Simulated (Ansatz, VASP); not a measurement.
# Two plane-wave programs on C

```xyz
2
Lattice="0.0000 1.8303 1.8303 1.8303 0.0000 1.8303 1.8303 1.8303 0.0000" Properties=species:S:1:pos:R:3 pbc="T T T"
C     0.0000    0.0000    0.0000
C     0.9151    0.9151    0.9151
```

Alike in both runs: task single point; functional PBE; dispersion D3(BJ); k mesh 12 × 12 × 12; occupations gaussian, width 0.02 eV; no spin polarisation.

```csv
,VASP,Ansatz
version,VASP 6.6.1,Ansatz 0.2.0
potentials or method,"VASP PAW PBE potentials, release 64 (C), cutoff 600 eV","scalar-relativistic, plane waves, PAW"
valence electrons in the cell,8,8
```

```csv
,VASP,Ansatz,Ansatz less VASP
gap on the k mesh at the Fermi level (eV),3.98,3.99,+0.010
least direct gap on the mesh (eV),5.38,5.38,+0.007
```
